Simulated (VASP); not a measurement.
# SnO2 (P1) in VASP: single point with LDA

Aim: the single point of SnO2 with LDA.

All numbers are computed with VASP 6.6.1; they aren't measurements. Logs are shortened: lines on timing, memory, paths and dates and some standing lists are left out, and cuts for length are marked.

### Step 1. The cell of the first run

The typed cell holds 6 atoms: a = 3.290 Å, b = 3.511 Å, c = 10.449 Å, α = 82.19°, β = 101.28°, γ = 124.79°.

### Step 2. Single point, LDA (atoms moved at random and the cell strained at random)

INCAR

```
SYSTEM = SnO2
  ALGO = Normal
  EDIFF = 1E-6
  ENCUT = 520
  GGA = CA
  ISIF = 2
  ISMEAR = 0
  LASPH = .TRUE.
  LCHARG = .TRUE.
  LELF = .TRUE.
  LREAL = .FALSE.
  LVHAR = .TRUE.
  LWAVE = .FALSE.
  NBANDS = 35
  NELM = 80
  PREC = Accurate
  SIGMA = 0.05
```

KPOINTS

```
k-points
0
G
  12 12 2
  0 0 0
```

POSCAR

```
SnO2
1.0
    3.2687584749     -0.2020638946     -0.3157605077
   -1.8093717034      3.0007015302      0.2253052580
   -1.0373612563      0.2557776321     10.3947084933
Sn O
2 4
Direct
    0.0121416307      0.0157477437      0.4983320539
    0.0014844101      0.0110370958     -0.0016055246
    0.6657384668      0.3331716057      0.4062271379
    0.6719233425      0.3327026050      0.0951094604
    0.3292628460      0.6578577751      0.5976869729
    0.3194493038      0.6494831748      0.9042498995
```

Potentials or basis: VASP PAW LDA potentials, release 64 (Sn_d, O).

On the command line:

```
$ cat potpaw_LDA.64/Sn_d/POTCAR potpaw_LDA.64/O/POTCAR > POTCAR
$ mpirun -np 1 vasp_std > vasp.out
```

OUTCAR:

```text
SYSTEM = SnO2
   EDIFF = 1E-6
   ENCUT = 520
   GGA = CA
   ISIF = 2
   ISMEAR = 0
   LASPH = .TRUE.
   LREAL = .FALSE.
   NELM = 80
   PREC = Accurate

 ion  position               nearest neighbor table
   1  0.012  0.016  0.498-   3 2.05   5 2.11   3 2.14   5 2.19   5 2.25   3 2.25
   2  0.001  0.011  0.998-   4 1.94   6 1.96   6 2.05   4 2.17   4 2.37   6 2.44
   3  0.666  0.333  0.406-   1 2.05   1 2.14   1 2.25
   4  0.672  0.333  0.095-   2 1.94   2 2.17   2 2.37
   5  0.329  0.658  0.598-   1 2.11   1 2.19   1 2.25
   6  0.319  0.649  0.904-   2 1.96   2 2.05   2 2.44

  LATTYP: Found a triclinic cell.
 ALAT       =     3.2901848706
 B/A-ratio  =     1.0671858768
 C/A-ratio  =     4.2684647732
 COS(alpha) =     0.0021190760
 COS(beta)  =     0.5630474434
 COS(gamma) =     0.5705954368

  Lattice vectors:

 A1 = (   3.2687584749,  -0.2020638946,  -0.3157605077)
 A2 = (   1.8093717034,  -3.0007015302,  -0.2253052580)
 A3 = (   7.2248932742,   5.1394337445, -10.8913795004)

Analysis of symmetry for initial positions (statically):
=====================================================================
 Subroutine PRICEL returns:
 Original cell was already a primitive cell.

 Routine SETGRP: Setting up the symmetry group for a
 triclinic supercell.

 Subroutine GETGRP returns: Found  1 space group operations
 (whereof  1 operations were pure point group operations)
 out of a pool of  2 trial point group operations.

The static configuration has the point symmetry C_1 .

Analysis of symmetry for dynamics (positions and initial velocities):
=====================================================================
 Subroutine PRICEL returns:
 Original cell was already a primitive cell.

 Routine SETGRP: Setting up the symmetry group for a
 triclinic supercell.

 Subroutine GETGRP returns: Found  1 space group operations
 (whereof  1 operations were pure point group operations)
 out of a pool of  2 trial point group operations.

The dynamic configuration has the point symmetry C_1 .

 Subroutine INISYM returns: Found  1 space group operations
 (whereof  1 operations are pure point group operations),
 and found     1 'primitive' translations

----------------------------------------------------------------------------------------

                                     Primitive cell

  volume of cell :      97.1789

  direct lattice vectors                    reciprocal lattice vectors
     3.268758475 -0.202063895 -0.315760508     0.320376025  0.191133759  0.027269445
    -1.809371703  3.000701530  0.225305258     0.020782606  0.346270989 -0.006446482
    -1.037361256  0.255777632 10.394708493     0.009281613 -0.001699344  0.097170887

  length of vectors
     3.290184871  3.511238826 10.449473921     0.374054186  0.346953990  0.097627954

  position of ions in fractional coordinates (direct lattice)
     0.012141631  0.015747744  0.498332054
     0.001484410  0.011037096  0.998394475
     0.665738467  0.333171606  0.406227138
     0.671923343  0.332702605  0.095109460
     0.329262846  0.657857775  0.597686973
     0.319449304  0.649483175  0.904249900

  ion indices of the primitive-cell ions
   primitive index   ion index
                 1           1
                 2           2
                 3           3
                 4           4
                 5           5
                 6           6

----------------------------------------------------------------------------------------

 KPOINTS: k-points

Automatic generation of k-mesh.
 Grid dimensions read from file:
 generate k-points for:   12   12    2

 Generating k-lattice:

  Cartesian coordinates                     Fractional coordinates (reciprocal lattice)
     0.026698002  0.015927813  0.002272454     0.083333333 -0.000000000 -0.000000000
     0.001731884  0.028855916 -0.000537207    -0.000000000  0.083333333  0.000000000
     0.004640807 -0.000849672  0.048585443     0.000000000  0.000000000  0.500000000

  Length of vectors
     0.031171182  0.028912833  0.048813977

  Shift w.r.t. Gamma in fractional coordinates (k-lattice)
     0.000000000  0.000000000  0.000000000

 Subroutine IBZKPT returns following result:
 ===========================================

 Found    148 irreducible k-points:

 Following reciprocal coordinates:
            Coordinates               Weight
  0.000000  0.000000  0.000000      1.000000
  0.083333 -0.000000  0.000000      2.000000
  0.166667 -0.000000  0.000000      2.000000
  0.250000 -0.000000  0.000000      2.000000
  0.333333  0.000000  0.000000      2.000000
  0.416667 -0.000000  0.000000      2.000000
[... 16 lines left out ...]
  0.250000  0.166667  0.000000      2.000000
  0.333333  0.166667  0.000000      2.000000
 [... further k-points ...]
   k-points           NKPTS =    148   k-points in BZ     NKDIM =    148   number of bands    NBANDS=     35
   number of dos      NEDOS =    301   number of ions     NIONS =      6
   total plane-waves  NPLWV =  53760
   dimension x,y,z NGX =    24 NGY =   28 NGZ =   80
   dimension x,y,z NGXF=    48 NGYF=   56 NGZF=  160
   ions per type =               2   4
   NGX,Y,Z   is equivalent  to a cutoff of  12.13, 13.26, 12.73 a.u.
   NGXF,Y,Z  is equivalent  to a cutoff of  24.25, 26.51, 25.46 a.u.
 SYSTEM =  SnO2
   PREC   = accura    normal or accurate (medium, high low for compatibility)
   ISTART =      0    job   : 0-new  1-cont  2-samecut
   ICHARG =      2    charge: 1-file 2-atom 10-const
   ISPIN  =      1    spin polarized calculation?
   LNONCOLLINEAR =      F non collinear calculations
   LSORBIT =      F    spin-orbit coupling
   LASPH  =      T    aspherical Exc in radial PAW
   ENCUT  =  520.0 eV  38.22 Ry    6.18 a.u.   6.12  6.53 19.43*2*pi/ulx,y,z
   NELM   =     80;   NELMIN=  2; NELMDL= -5     # of ELM steps
   EDIFF  = 0.1E-05   stopping-criterion for ELM
   LREAL  =      F    real-space projection
   EDIFFG = 0.1E-04   stopping-criterion for IOM
   NSW    =      0    number of steps for IOM
   IBRION =     -1    ionic relax: 0-MD 1-quasi-New 2-CG
   NFREE  =      0    steps in history (QN), initial steepest desc. (CG)
   ISIF   =      2    stress and relaxation
   ISYM   =      2    0-nonsym 1-usesym 2-fastsym
   POTIM  = 0.5000    time-step for ionic-motion
   TEBEG  =    0.0;   TEEND  =   0.0 temperature during run
   PSTRESS=    0.0 pullay stress
   NELECT =      52.0000    total number of electrons
   NUPDOWN=      -1.0000    fix difference up-down
   EMIN   =  10.00;   EMAX   =-10.00  energy-range for DOS
   EFERMI =   0.00;   METHOD = LEGACY
   ISMEAR =     0;   SIGMA  =   0.05  broadening in eV -4-tet -1-fermi 0-gaus
   EFERMI_NEDOS =   21; number of points for ismear=-14 and -15
   IALGO  =     38    algorithm
   IMIX   =      4    mixing-type and parameters
     AMIX     =   0.40;   BMIX     =  1.00
     AMIX_MAG =   1.60;   BMIX_MAG =  1.00
  volume/ion in A,a.u.               =      16.20       109.30
  Fermi-wavevector in a.u.,A,eV,Ry     =   1.329083  2.511602 24.034153  1.766460
  Thomas-Fermi vector in A             =   2.458272
   LORBIT       =      0    0 simple, 1 ext, 2 COOP (PROOUT), +10 PAW based schemes
   GGA     = CA    functional components
   LHFCALC =     F    Hartree Fock is set to
   AEXX    =    0.0000 exact exchange contribution
   IVDW    =     0    specifies the selected vdW correction
   LEPSILON=     F    determine dielectric tensor
   LRPA    =     F    only Hartree local field effects (RPA)
 non-spin polarized calculation
 Gauss-broadening in eV      SIGMA  =   0.05
  energy-cutoff  :      520.00
  volume of cell :       97.18
 maximum number of plane-waves:      2643
   NGX = 13   NGY = 13   NGZ = 39

 number of electron      51.9999997 magnetization

 Free energy of the ion-electron system (eV)
  ---------------------------------------------------
  ext. energy  EPLUGINS =         0.00000000
  ---------------------------------------------------
  free energy    TOTEN  =       -39.40907443 eV

  energy without entropy =      -39.40907443  energy(sigma->0) =      -39.40907443

 E-fermi :   2.6051     XC(G=0):  -9.8575

 val. band max:        2.3522859490   @ k =   0.2500   0.5000   0.0000
 cond. band min:       3.3359363943   @ k =   0.0000   0.0000   0.0000
 fundamental gap:      0.9836504453
 Fermi energy:         2.6051292736

 k-point     1 :       0.0000    0.0000    0.0000
  band No.  band energies     occupation
      1     -18.4236      2.00000
      2     -18.1730      2.00000
      3     -18.0880      2.00000
      4     -17.8894      2.00000
      5     -17.8801      2.00000
      6     -17.8486      2.00000
[... 27 lines left out ...]
     34      12.5554      0.00000
     35      12.8874      0.00000

 k-point     2 :       0.0833   -0.0000    0.0000
  band No.  band energies     occupation
      1     -18.3953      2.00000
      2     -18.1550      2.00000
      3     -18.0752      2.00000
      4     -17.9312      2.00000
      5     -17.8912      2.00000
      6     -17.8539      2.00000
[... 27 lines left out ...]
     34      12.6516      0.00000
     35      12.8848      0.00000

 k-point     3 :       0.1667   -0.0000    0.0000
  band No.  band energies     occupation
      1     -18.3634      2.00000
      2     -18.1622      2.00000
      3     -18.0448      2.00000
      4     -17.9855      2.00000
      5     -17.9540      2.00000
      6     -17.8681      2.00000
[... 27 lines left out ...]
     34      12.9621      0.00000
     35      13.0404      0.00000
[... 723 lines left out ...]
 k-point    23 :       0.2500    0.1667    0.0000
  band No.  band energies     occupation
      1     -18.6692      2.00000
      2     -18.3570      2.00000
      3     -18.0925      2.00000
      4     -17.9202      2.00000
      5     -17.8643      2.00000
      6     -17.8116      2.00000
[... 27 lines left out ...]
     34      12.8689      0.00000
     35      13.2140      0.00000

 k-point    24 :       0.3333    0.1667    0.0000
  band No.  band energies     occupation
      1     -18.7305      2.00000
      2     -18.4563      2.00000
      3     -18.0682      2.00000
      4     -17.9313      2.00000
      5     -17.8373      2.00000
      6     -17.8363      2.00000
[... 27 lines left out ...]
     34      12.8412      0.00000
     35      13.3606      0.00000

 [... further k-points ...]

------------------------ aborting loop because EDIFF is reached ----------------------------------------

  FORCE on cell =-STRESS in cart. coord.  units (eV):
  Direction    XX          YY          ZZ          XY          YZ          ZX
  --------------------------------------------------------------------------------------
  -------------------------------------------------------------------------------------
  Total       -4.5394082     -6.7376854     -1.1400345      5.4273528     -1.1811574      7.5686475
  in kB      -74.8406994   -111.0834425    -18.7956181     89.4801399    -19.4736064    124.7834203
  external PRESSURE =     -68.2399200 kB  Pullay stress =       0.0000000 kB

 VOLUME and BASIS-vectors are now :
 -----------------------------------------------------------------------------
  energy-cutoff  :      520.00
  volume of cell :       97.18
      direct lattice vectors                 reciprocal lattice vectors
     3.268758475 -0.202063895 -0.315760508     0.320376025  0.191133759  0.027269445
    -1.809371703  3.000701530  0.225305258     0.020782606  0.346270989 -0.006446482
    -1.037361256  0.255777632 10.394708493     0.009281613 -0.001699344  0.097170887

 POSITION                                       TOTAL-FORCE (eV/Angst)
 -----------------------------------------------------------------------------------
     -0.50576      0.17226      5.17973         0.168077     -0.485001      0.727116
     -1.05081      0.28819     10.38004        -0.359032     -0.656676      0.261557
      1.15190      0.96913      4.08746        -2.024498      0.316573     -0.154820
      1.49571      0.88690      0.85143         1.987321      0.064674      0.083395
     -0.73405      2.06038      6.25703         1.855500      0.169987     -0.575848
     -1.06899      2.11564      9.44488        -1.627368      0.590442     -0.341400
 -----------------------------------------------------------------------------------
    total drift:                                0.000172     -0.000292      0.000094

  FREE ENERGIE OF THE ION-ELECTRON SYSTEM (eV)
  ---------------------------------------------------
  free  energy   TOTEN  =       -39.4090744279 eV

  energy  without entropy=      -39.4090744279  energy(sigma->0) =      -39.40907443
```

Wall time 3.4 min (1 thread of Intel Xeon 6975P-C (Granite Rapids), shared host); peak memory 0.47 GiB.

Results:

| Item | Value |
| --- | --- |
| Free energy | -39.4091 eV |
| Pressure | -6.8 GPa |
| Largest force | 2.055 eV/Å |
| Band gap on the k mesh | 0.98 eV (least direct gap 1.38 eV) |

Forces on the atoms (eV/Å):
```
Sn   0.168 -0.485  0.727
Sn  -0.359 -0.657  0.262
O   -2.024  0.317 -0.155
O    1.987  0.065  0.083
O    1.855  0.170 -0.576
O   -1.627  0.590 -0.341
```

Levels at points of the mesh, in eV from the valence-band top:
```tsv
k point	band 22	band 23	band 24	band 25	band 26	band 27	band 28	band 29	band 30	band 31
(0.00, 0.00, 0.00)	-1.36	-1.22	-1.10	-1.01	-0.40	0.98	2.06	4.49	4.94	8.39
(0.50, 0.00, 0.00)	-1.50	-1.37	-0.79	-0.66	-0.37	3.20	4.91	5.09	5.74	9.08
(0.00, 0.50, 0.00)	-1.37	-1.25	-1.11	-0.41	-0.01	4.18	4.97	5.50	6.12	8.30
(0.50, 0.50, 0.00)	-1.06	-0.90	-0.83	-0.60	-0.08	4.19	4.80	6.47	7.14	8.30
(0.00, 0.00, 0.50)	-1.29	-1.23	-1.20	-1.08	-0.53	1.24	1.88	4.62	4.83	8.36
(0.50, 0.00, 0.50)	-1.44	-1.38	-0.80	-0.61	-0.44	3.20	4.88	5.22	5.64	9.06
(0.00, 0.50, 0.50)	-1.48	-1.25	-1.08	-0.30	-0.12	4.19	4.95	5.62	6.01	8.29
(0.50, 0.50, 0.50)	-1.11	-0.84	-0.71	-0.67	-0.14	4.20	4.79	6.64	6.98	8.21
```

Caveat: the cell differs from its parent crystal (atoms moved at random and the cell strained at random); the cell stands under tension; spin-orbit coupling is left out, which moves the levels of the heavy elements; forces of over 1 eV/Å act on the atoms, so gaps and moduli don't describe the material at rest. A k mesh can miss the band edges.
